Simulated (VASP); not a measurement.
# In3As3H2 in VASP: single point with PBEsol

Aim: the single point of In3As3H2 with PBEsol.

Program: VASP 6.6.1. These are calculated values, not measurements. Logs are shortened: lines on timing, memory, paths and dates and some standing lists are left out, and cuts for length are marked.

### 1 The cell of the first run

The cell holds a slab with vacuum, 8 atoms: a = 4.304 Å, b = 4.304 Å, c = 26.609 Å, α = 90.00°, β = 90.00°, γ = 90.00°.

### 2 Single point, PBEsol

INCAR

```
SYSTEM = In3As3H2
PREC = Accurate ; ENCUT = 520
EDIFF = 1E-6 ; ISMEAR = 0
SIGMA = 0.1 ; LREAL = .FALSE.
LASPH = .TRUE. ; NELM = 80
ALGO = Normal ; ISIF = 2
LWAVE = .FALSE. ; LCHARG = .TRUE.
LDIPOL = .TRUE. ; IDIPOL = 3
DIPOL = 0.5 0.5 0.516 ; GGA = PS
LELF = .TRUE. ; LVHAR = .TRUE.
LVACPOTAV = .TRUE. ; NBANDS = 38
```

KPOINTS

```
regular mesh
0
G
  7 7 1
  0 0 0
```

POSCAR

```
In3As3H2
1.0
    4.3044884350      0.0000000000      0.0000000000
    0.0000000000      4.3044884350      0.0000000000
    0.0000000000      0.0000000000     26.6093324049
As In H
3 3 2
Direct
    0.0000000000      0.5000000000      0.3194368002
    0.5000000000      0.0000000000      0.4338227200
   -0.0000107079      0.5170891975      0.5595383800
    0.5000000000      0.5000000000      0.3766297601
   -0.0000174606      0.0102424123      0.4897071710
    0.4999504147      0.0992372539      0.5781223174
    0.5031816266      0.5836045024      0.6720377539
    0.5011137860      0.4984916711      0.6971797801
```

Potentials or basis: VASP PAW PBE potentials, release 64 (As, In_d, H).

Run with:

```bash
$ cat potpaw_PBE.64/As/POTCAR potpaw_PBE.64/In_d/POTCAR potpaw_PBE.64/H/POTCAR > POTCAR
$ mpirun -np 1 vasp_std > vasp.out
```

OUTCAR:

```text
SYSTEM = In3As3H2
   PREC = Accurate
   ENCUT = 520
   EDIFF = 1E-6
   ISMEAR = 0
   LREAL = .FALSE.
   LASPH = .TRUE.
   NELM = 80
   ISIF = 2
   GGA = PS

 ion  position               nearest neighbor table
   1  0.000  0.500  0.319-   4 2.64   4 2.64
   2  0.500  0.000  0.434-   5 2.62   5 2.62   4 2.64   4 2.64
   3  1.000  0.517  0.560-   5 2.82   6 2.85   6 2.85   5 2.87   6 3.34   6 3.34
   4  0.500  0.500  0.377-   1 2.64   2 2.64   2 2.64   1 2.64
   5  1.000  0.010  0.490-   2 2.62   2 2.62   3 2.82   3 2.87   6 3.21   6 3.21
   6  0.500  0.099  0.578-   3 2.85   3 2.85   5 3.21   5 3.21   3 3.34   3 3.34
   7  0.503  0.584  0.672-   8 0.76
   8  0.501  0.498  0.697-   7 0.76

  LATTYP: Found a simple tetragonal cell.
 ALAT       =     4.3044884350
 C/A-ratio  =     6.1817641763

  Lattice vectors:

 A1 = (   4.3044884350,   0.0000000000,   0.0000000000)
 A2 = (   0.0000000000,   4.3044884350,   0.0000000000)
 A3 = (   0.0000000000,   0.0000000000,  26.6093324049)

Analysis of symmetry for initial positions (statically):
=====================================================================
 Subroutine PRICEL returns:
 Original cell was already a primitive cell.

 Routine SETGRP: Setting up the symmetry group for a
 simple tetragonal supercell.

 Subroutine GETGRP returns: Found  1 space group operations
 (whereof  1 operations were pure point group operations)
 out of a pool of 16 trial point group operations.

The static configuration has the point symmetry C_1 .

Analysis of symmetry for dynamics (positions and initial velocities):
=====================================================================
 Subroutine PRICEL returns:
 Original cell was already a primitive cell.

 Routine SETGRP: Setting up the symmetry group for a
 simple tetragonal supercell.

 Subroutine GETGRP returns: Found  1 space group operations
 (whereof  1 operations were pure point group operations)
 out of a pool of 16 trial point group operations.

The dynamic configuration has the point symmetry C_1 .

 Subroutine INISYM returns: Found  1 space group operations
 (whereof  1 operations are pure point group operations),
 and found     1 'primitive' translations

----------------------------------------------------------------------------------------

                                     Primitive cell

  volume of cell :     493.0342

  direct lattice vectors                    reciprocal lattice vectors
     4.304488435  0.000000000  0.000000000     0.232315643  0.000000000  0.000000000
     0.000000000  4.304488435  0.000000000     0.000000000  0.232315643  0.000000000
     0.000000000  0.000000000 26.609332405     0.000000000  0.000000000  0.037580800

  length of vectors
     4.304488435  4.304488435 26.609332405     0.232315643  0.232315643  0.037580800

  position of ions in fractional coordinates (direct lattice)
     0.000000000  0.500000000  0.319436800
     0.500000000  0.000000000  0.433822720
     0.999989292  0.517089197  0.559538380
     0.500000000  0.500000000  0.376629760
     0.999982539  0.010242412  0.489707171
     0.499950415  0.099237254  0.578122317
     0.503181627  0.583604502  0.672037754
     0.501113786  0.498491671  0.697179780

  ion indices of the primitive-cell ions
   primitive index   ion index
                 1           1
                 2           2
                 3           3
                 4           4
                 5           5
                 6           6
                 7           7
                 8           8

----------------------------------------------------------------------------------------

 KPOINTS: regular mesh

Automatic generation of k-mesh.
 Grid dimensions read from file:
 generate k-points for:    7    7    1

 Generating k-lattice:

  Cartesian coordinates                     Fractional coordinates (reciprocal lattice)
     0.033187949  0.000000000  0.000000000     0.142857143  0.000000000  0.000000000
     0.000000000  0.033187949  0.000000000     0.000000000  0.142857143  0.000000000
     0.000000000  0.000000000  0.037580800     0.000000000  0.000000000  1.000000000

  Length of vectors
     0.033187949  0.033187949  0.037580800

  Shift w.r.t. Gamma in fractional coordinates (k-lattice)
     0.000000000  0.000000000  0.000000000

 Subroutine IBZKPT returns following result:
 ===========================================

 Found     25 irreducible k-points:

 Following reciprocal coordinates:
            Coordinates               Weight
  0.000000  0.000000  0.000000      1.000000
  0.142857  0.000000  0.000000      2.000000
  0.000000  0.142857  0.000000      2.000000
  0.285714  0.000000  0.000000      2.000000
  0.000000  0.285714  0.000000      2.000000
  0.428571  0.000000  0.000000      2.000000
[... 16 lines left out ...]
  0.285714  0.428571  0.000000      2.000000
  0.428571  0.428571  0.000000      2.000000
   k-points           NKPTS =     25   k-points in BZ     NKDIM =     25   number of bands    NBANDS=     38
   number of dos      NEDOS =    301   number of ions     NIONS =      8
   total plane-waves  NPLWV = 204800
   dimension x,y,z NGX =    32 NGY =   32 NGZ =  200
   dimension x,y,z NGXF=    64 NGYF=   64 NGZF=  400
   ions per type =               3   3   2
   NGX,Y,Z   is equivalent  to a cutoff of  12.36, 12.36, 12.50 a.u.
   NGXF,Y,Z  is equivalent  to a cutoff of  24.72, 24.72, 24.99 a.u.
 SYSTEM =  In3As3H2
   PREC   = accura    normal or accurate (medium, high low for compatibility)
   ISTART =      0    job   : 0-new  1-cont  2-samecut
   ICHARG =      2    charge: 1-file 2-atom 10-const
   ISPIN  =      1    spin polarized calculation?
   LNONCOLLINEAR =      F non collinear calculations
   LSORBIT =      F    spin-orbit coupling
   LASPH  =      T    aspherical Exc in radial PAW
   ENCUT  =  520.0 eV  38.22 Ry    6.18 a.u.   8.00  8.00 49.48*2*pi/ulx,y,z
   NELM   =     80;   NELMIN=  2; NELMDL= -5     # of ELM steps
   EDIFF  = 0.1E-05   stopping-criterion for ELM
   LREAL  =      F    real-space projection
   EDIFFG = 0.1E-04   stopping-criterion for IOM
   NSW    =      0    number of steps for IOM
   IBRION =     -1    ionic relax: 0-MD 1-quasi-New 2-CG
   NFREE  =      0    steps in history (QN), initial steepest desc. (CG)
   ISIF   =      2    stress and relaxation
   ISYM   =      2    0-nonsym 1-usesym 2-fastsym
   POTIM  = 0.5000    time-step for ionic-motion
   TEBEG  =    0.0;   TEEND  =   0.0 temperature during run
   PSTRESS=    0.0 pullay stress
   NELECT =      56.0000    total number of electrons
   NUPDOWN=      -1.0000    fix difference up-down
   EMIN   =  10.00;   EMAX   =-10.00  energy-range for DOS
   EFERMI =   0.00;   METHOD = LEGACY
   ISMEAR =     0;   SIGMA  =   0.10  broadening in eV -4-tet -1-fermi 0-gaus
   EFERMI_NEDOS =   21; number of points for ismear=-14 and -15
   IALGO  =     38    algorithm
   IMIX   =      4    mixing-type and parameters
     AMIX     =   0.40;   BMIX     =  1.00
     AMIX_MAG =   1.60;   BMIX_MAG =  1.00
  volume/ion in A,a.u.               =      61.63       415.89
  Fermi-wavevector in a.u.,A,eV,Ry     =   0.792827  1.498226  8.552279  0.628575
  Thomas-Fermi vector in A             =   1.898642
   LORBIT       =      0    0 simple, 1 ext, 2 COOP (PROOUT), +10 PAW based schemes
   GGA     = PS    functional components
   LHFCALC =     F    Hartree Fock is set to
   AEXX    =    0.0000 exact exchange contribution
   IVDW    =     0    specifies the selected vdW correction
   LEPSILON=     F    determine dielectric tensor
   LRPA    =     F    only Hartree local field effects (RPA)
 non-spin polarized calculation
 Gauss-broadening in eV      SIGMA  =   0.10
  energy-cutoff  :      520.00
  volume of cell :      493.03
 maximum number of plane-waves:     13356
   NGX = 17   NGY = 17   NGZ = 99

 dipolmoment           0.000000      0.000000      0.135299 electrons x Angstroem

 number of electron      56.0000007 magnetization

 dipolmoment           0.000000      0.000000     -0.178919 electrons x Angstroem

 Free energy of the ion-electron system (eV)
  ---------------------------------------------------
  ext. energy  EPLUGINS =         0.00000000
  ---------------------------------------------------
  free energy    TOTEN  =       -29.08981365 eV

  energy without entropy =      -29.06957737  energy(sigma->0) =      -29.07969551

 E-fermi :  -1.7158     XC(G=0):  -3.9470

 val. band max:       -1.7227349644   @ k =  -0.4286   0.2857   0.0000
 cond. band min:      -1.5498784683   @ k =  -0.1429   0.1429   0.0000
 fundamental gap:      0.1728564961
 Fermi energy:        -1.7157671495

 k-point     1 :       0.0000    0.0000    0.0000
  band No.  band energies     occupation
      1     -16.2206      2.00000
      2     -16.2158      2.00000
      3     -16.0901      2.00000
      4     -16.0679      2.00000
      5     -16.0069      2.00000
      6     -15.9996      2.00000
[... 30 lines left out ...]
     37       3.0198      0.00000
     38       3.1765      0.00000

 k-point     2 :       0.1429    0.0000    0.0000
  band No.  band energies     occupation
      1     -16.2291      2.00000
      2     -16.1951      2.00000
      3     -16.0785      2.00000
      4     -16.0660      2.00000
      5     -16.0183      2.00000
      6     -16.0059      2.00000
[... 30 lines left out ...]
     37       2.9396      0.00000
     38       3.1752      0.00000

 k-point     3 :       0.0000    0.1429    0.0000
  band No.  band energies     occupation
      1     -16.2155      2.00000
      2     -16.2153      2.00000
      3     -16.0910      2.00000
      4     -16.0724      2.00000
      5     -16.0043      2.00000
      6     -16.0042      2.00000
[... 30 lines left out ...]
     37       3.0400      0.00000
[... 781 lines left out ...]
 k-point    23 :       0.2857    0.4286    0.0000
  band No.  band energies     occupation
      1     -16.2353      2.00000
      2     -16.1632      2.00000
      3     -16.1131      2.00000
      4     -16.0681      2.00000
      5     -16.0479      2.00000
      6     -15.9896      2.00000
[... 30 lines left out ...]
     37       3.8332      0.00000
     38       4.0041      0.00000

 k-point    24 :       0.4286    0.4286    0.0000
  band No.  band energies     occupation
      1     -16.2237      2.00000
      2     -16.1859      2.00000
      3     -16.1176      2.00000
      4     -16.0636      2.00000
      5     -16.0573      2.00000
      6     -15.9731      2.00000
[... 30 lines left out ...]
     37       4.0949      0.00000
     38       4.3453      0.00000

 [... further k-points ...]
[... 5 lines left out ...]
  --------------------------------------------------------------------------------------
  -------------------------------------------------------------------------------------
  Total       -1.6417932     -4.6097902      0.2333456     -0.0004470      0.0473521      0.0010964
  in kB       -5.3352155    -14.9800987      0.7582863     -0.0014526      0.1538767      0.0035628
  external PRESSURE =      -6.5190093 kB  Pullay stress =       0.0000000 kB

 VOLUME and BASIS-vectors are now :
 -----------------------------------------------------------------------------
  energy-cutoff  :      520.00
  volume of cell :      493.03
      direct lattice vectors                 reciprocal lattice vectors
     4.304488435  0.000000000  0.000000000     0.232315643  0.000000000  0.000000000
     0.000000000  4.304488435  0.000000000     0.000000000  0.232315643  0.000000000
     0.000000000  0.000000000 26.609332405     0.000000000  0.000000000  0.037580800

 POSITION                                       TOTAL-FORCE (eV/Angst)
 -----------------------------------------------------------------------------------
      0.00000      2.15224      8.50000         0.000010     -0.012980      0.156912
      2.15224      0.00000     11.54373        -0.000542      0.005338      0.317389
      4.30444      2.22580     14.88894        -0.000271      0.010131     -0.000684
      2.15224      2.15224     10.02187        -0.000005      0.006816     -0.493317
      4.30441      0.04409     13.03078         0.000446     -0.002645      0.017286
      2.15203      0.42717     15.38345         0.000199     -0.006829      0.002831
      2.16594      2.51212     17.88248         0.000093     -0.017814      0.017680
      2.15704      2.14575     18.55149         0.000070      0.017984     -0.018097
 -----------------------------------------------------------------------------------
    total drift:                                0.000121     -0.000228     -0.000746

  FREE ENERGIE OF THE ION-ELECTRON SYSTEM (eV)
  ---------------------------------------------------
  free  energy   TOTEN  =       -29.0898136485 eV

  energy  without entropy=      -29.0695773665  energy(sigma->0) =      -29.07969551

 vacuum level on the upper side and lower side of the slab         2.376         4.124
```

Wall time 7.5 min (1 thread of Intel Xeon 6975P-C (Granite Rapids), shared host); peak memory 0.72 GiB.

What came out:

```
Free energy            : -29.0898 eV
Largest force          : 0.493 eV/Å
Band gap on the k mesh : zero (band 28 reaches -1.15 eV, above the bottom of band 29 at -2.15 eV)
```

Forces in eV/Å, atoms in the order of the input:
```
As   0.000 -0.013  0.157
As  -0.001  0.005  0.317
As   0.000  0.010 -0.001
In   0.000  0.007 -0.493
In   0.000 -0.003  0.017
In   0.000 -0.007  0.003
H    0.000 -0.018  0.018
H    0.000  0.018 -0.018
```

Levels at points of the mesh, in eV from the Fermi level:
| k point | band 25 | band 26 | band 27 | band 28 | band 29 | band 30 | band 31 | band 32 |
| --- | --- | --- | --- | --- | --- | --- | --- | --- |
| (0.00, 0.00, 0.00) | -1.11 | -1.05 | -0.11 | -0.03 | 0.84 | 1.37 | 2.28 | 2.34 |

Caveat: the PAW data sets were made with another functional, which shifts forces and pressure a little; spin-orbit coupling is left out, which moves the levels of the heavy elements.
